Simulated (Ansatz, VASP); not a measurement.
# SiGe in VASP and in Ansatz

The input INCAR:

```
PREC = Accurate
ENCUT = 520
EDIFF = 1E-6
ISMEAR = 0
SIGMA = 0.03
LREAL = False
LASPH = True
NELM = 100
ALGO = Normal
ISIF = 2
LWAVE = False
LCHARG = True
GGA = PS
LELF = True
LVHAR = True
NBANDS = 26
```

Contents of KPOINTS:

```
regular mesh
0
Gamma
  12 12 6
```

POSCAR

```
SiGe
1.0
    3.9044512986      0.0000000000      0.0000000000
   -1.9522256493      3.3813540124      0.0000000000
    0.0000000000      0.0000000000      6.4507830000
Si Ge
2 2
Direct
    0.6666666667      0.3333333333      0.9327394779
    0.3333333333      0.6666666667      0.4327394779
    0.6666666667      0.3333333333      0.5003920000
    0.3333333333      0.6666666667      0.0003920000
```

Input for Ansatz:

```yaml
crystal:
  lattice:
    - [3.9044512986, 0.0, 0.0]
    - [-1.9522256493, 3.3813540124, 0.0]
    - [0.0, 0.0, 6.450783]
  atoms:
    - { symbol: Si, position: [0.6666666667, 0.3333333333, 0.9327394779] }
    - { symbol: Si, position: [0.3333333333, 0.6666666667, 0.4327394779] }
    - { symbol: Ge, position: [0.6666666667, 0.3333333333, 0.500392] }
    - { symbol: Ge, position: [0.3333333333, 0.6666666667, 0.000392] }
basis:
  ecutwfc: 420
kpoints:
  mp_grid: { grid: [12, 12, 6] }
hamiltonian:
  xc: pbesol
scf:
  occupations: { method: gaussian, width: 0.03 }
output:
  forces: true
  stress: true
  eigenvalues: true
```

Change from the starting cell: all Si atoms moved +0.375 Å, as atom 1 along Cartesian [0 0 1].

Alike in both runs: task single point; functional PBEsol; k mesh 12 × 12 × 6; occupations gaussian, width 0.03 eV; no spin polarisation.

```csv
,VASP,Ansatz
version,VASP 6.6.1,Ansatz 0.2.0
potentials or method,"VASP PAW PBE potentials, release 64 (Si, Ge_d), cutoff 520 eV","scalar-relativistic, plane waves, PAW"
valence electrons in the cell,36,36
```

VASP gave:

* gap on the k mesh at the Fermi level (eV): none
* pressure (GPa): 2.5
* traceless stress, the component that is largest in VASP (GPa): -8.64
* rms of the force components (eV/Å): 1.205

Problem. Estimate Ansatz's values.

Solution. gap on the k mesh at the Fermi level (eV): none; pressure (GPa): 2.5; traceless stress, the component that is largest in VASP (GPa): -8.69; rms of the force components (eV/Å): 1.208.

VASP's potentials were made for PBE, not for PBEsol. Atom by atom the forces differ by 0.003 eV/Å (rms over components). A gap of «none» marks a metal or a gap that the smearing closes.
